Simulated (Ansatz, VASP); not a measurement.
# One calculation of RbBr, two programs

```
Rb Br
1.0
     0.00000    3.47210    3.47210
     3.47210    0.00000    3.47210
     3.47210    3.47210    0.00000
Rb Br
1 1
Direct
  0.00000 0.00000 0.00000
  0.50000 0.50000 0.50000
```

Alike in both runs: task single point; functional LDA; k mesh 4 × 4 × 4; no spin polarisation.

|  | VASP | Ansatz |
| --- | --- | --- |
| version | VASP 6.6.1 | Ansatz 0.2.0 |
| potentials or method | VASP PAW LDA potentials, release 64 (Rb_sv, Br), cutoff 500 eV | all-electron (LAPW or listed datasets) |
| occupations | gaussian, width 0.01 eV | fixed |

```tsv
	VASP	Ansatz	Ansatz less VASP
gap on the k mesh at the Fermi level (eV)	3.87	3.86	-0.009
```

LDA's correlation is that of Perdew and Zunger in VASP and of Perdew and Wang (1992) in Ansatz. Ansatz ran all-electron here, and VASP with PAW potentials.
